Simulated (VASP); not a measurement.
The system is SnTe3.

```
Te Sn
1.0
     0.00000    3.86122    3.86122
     3.86122    0.00000    3.86122
     3.86122    3.86122    0.00000
Te Sn
3 1
Direct
  0.50000 0.50000 0.50000
  0.75000 0.75000 0.75000
  0.25000 0.25000 0.25000
  0.00000 0.00000 0.00000
```

```yaml
Program: VASP 6.6.1
Task: relaxation of cell and atoms
Functional: PBEsol
Potentials_or_basis: VASP PAW PBE potentials, release 64 (Te, Sn_d)
Cutoff: 600 eV
k_mesh: 6 × 6 × 6
Occupations: fermi-dirac, width 0.05 eV
Spin: no spin polarisation
```

At the start: pressure -2.8 GPa; volume 28.78 Å³/atom.

Problem. How do energy, volume and symmetry change on relaxing?

Solution. Over 3 steps the energy falls by 14.4 meV/atom and the volume is 27.21 Å³/atom (-5.5 %); space group Fm-3m (No. 225, to 0.05 Å).

Step by step:
```tsv
step	energy change (eV)	largest force (eV/Å)	pressure (GPa)	volume (Å³)
1	0.0000	0.0000	-2.80	115.13
2	-0.0517	0.0000	1.01	106.95
3	-0.0576	0.0000	0.00	108.84
```

Final structure:
```yaml
crystal:
  lattice:
    - [0.00000, 3.78948, 3.78948]
    - [3.78948, 0.00000, 3.78948]
    - [3.78948, 3.78948, 0.00000]
  atoms:
    - { symbol: Te, position: [0.50000, 0.50000, 0.50000] }
    - { symbol: Te, position: [0.75000, 0.75000, 0.75000] }
    - { symbol: Te, position: [0.25000, 0.25000, 0.25000] }
    - { symbol: Sn, position: [0.00000, 0.00000, 0.00000] }
```

Caveat: the PAW data sets were made with another functional, which shifts forces and pressure a little.
